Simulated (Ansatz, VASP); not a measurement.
# Two plane-wave programs on Na

```
CELL_PARAMETERS angstrom
3.74500 0.00000 0.00000
-1.87250 3.24326 0.00000
0.00000 0.00000 6.10304
ATOMIC_POSITIONS crystal
Na 0.27104 0.66667 0.25000
Na 0.72896 0.33333 0.75000
```

Change from the starting cell: mode 4 frozen in at -0.233 Å and mode 6 at +0.000 Å (largest displacements).

Alike in both runs: task single point; functional PBE; k mesh 15 × 15 × 8; occupations gaussian, width 0.15 eV; no spin polarisation.

```csv
,VASP,Ansatz
version,VASP 6.6.1,Ansatz 0.2.0
potentials or method,"VASP PAW PBE potentials, release 64 (Na_pv), cutoff 520 eV","scalar-relativistic, plane waves, PAW"
valence electrons in the cell,14,18
```

```csv
,VASP,Ansatz,Ansatz less VASP
gap on the k mesh at the Fermi level (eV),none,none,-
pressure (GPa),0.0,0.0,+0.02
"traceless stress, the component that is largest in VASP (GPa)",0.33,0.33,0.000
rms of the force components (eV/Å),0.034,0.034,-0.0002
```

Atom by atom the forces differ by 0.000 eV/Å (rms over components). A gap of «none» marks a metal or a gap that the smearing closes. VASP's potentials hold 14 valence electrons a cell and Ansatz's 18, so a difference there can come from the potentials and not from the codes.
